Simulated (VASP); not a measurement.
## TaN: single point with PBEsol

TaN:

```xyz
6
Lattice="4.7887 0.0000 0.0000 -2.3943 4.1471 0.0000 0.0000 0.0000 3.0197" Properties=species:S:1:pos:R:3 pbc="T T T"
Ta    0.0000    0.0000    0.0000
Ta    0.0000    2.7647    1.5099
Ta    2.3943    1.3824    1.5099
N     2.3943    0.0000    0.0000
N     1.1972    2.0736    0.0000
N    -1.1972    2.0736    0.0000
```

This cell differs from its parent crystal: strain -0.080 along x and y, +0.040 along z.

```yaml
Program: VASP 6.6.1
Task: single point
Functional: PBEsol
Potentials_or_basis: VASP PAW PBE potentials, release 64 (Ta_pv, N)
Cutoff: 520 eV
k_mesh: 12 × 12 × 16
Occupations: gaussian, width 0.15 eV
Spin: no spin polarisation
```

```
Pressure               : 43.4 GPa
Band gap on the k mesh : zero (bands 24 and 25 overlap by 1.50 eV)
```

Stress tensor (GPa, compression positive):
```
54.04  0.00  0.00
 0.00 54.04  0.00
 0.00  0.00 22.20
```

Levels at points of the mesh, in eV from the Fermi level:
```tsv
k point	band 21	band 22	band 23	band 24	band 25	band 26	band 27	band 28
(0.00, 0.00, 0.00)	-2.18	-2.12	-1.43	-1.21	-1.21	-0.25	-0.25	2.45
(0.50, 0.00, 0.00)	-3.89	-1.91	-1.76	-0.06	1.47	1.71	1.73	1.93
(0.00, 0.00, 0.50)	-2.34	-2.34	-1.69	-0.16	1.14	1.14	2.71	3.64
(0.50, 0.00, 0.50)	-3.68	-3.15	-2.90	-1.02	1.44	1.78	1.89	2.46
```

Wall time 110 s on 1 thread of Intel(R) Xeon(R) 6975P-C (Granite Rapids), with other jobs on the host, peak memory 0.36 GiB.

Caveat: the cell differs from its parent crystal (strain -0.080 along x and y, +0.040 along z); the stress differs along the axes, from 22 to 54 GPa; the PAW data sets were made with another functional, which shifts forces and pressure a little; spin-orbit coupling is left out, which moves the levels of the heavy elements.
